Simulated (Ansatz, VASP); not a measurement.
# TiAl: VASP beside Ansatz

```
CELL_PARAMETERS angstrom
2.77290 0.00000 0.00000
-1.38645 2.40140 0.00000
0.00000 0.00000 4.64841
ATOMIC_POSITIONS crystal
Ti 0.00000 0.00000 0.00000
Al 0.33333 0.66667 0.50000
```

Alike in both runs: task single point; functional PBE; k mesh 18 × 18 × 10; occupations gaussian, width 0.15 eV; no spin polarisation.

|  | VASP | Ansatz |
| --- | --- | --- |
| version | VASP 6.6.1 | Ansatz 0.2.0 |
| potentials or method | VASP PAW PBE potentials, release 64 (Ti_sv, Al), cutoff 520 eV | scalar-relativistic, plane waves, PAW |
| valence electrons in the cell | 15 | 15 |

Ansatz gave:

| Item | Value |
| --- | --- |
| gap on the k mesh at the Fermi level (eV) | none |
| pressure (GPa) | 8.9 |
| traceless stress, the component that is largest in VASP (GPa) | -3.52 |

**Question.** Which values does VASP return?

**Answer.** gap on the k mesh at the Fermi level (eV): none; pressure (GPa): 8.8; traceless stress, the component that is largest in VASP (GPa): -3.47.

A gap of «none» marks a metal or a gap that the smearing closes. With one functional, cell and mesh, what is left measures potentials, basis and numerics.
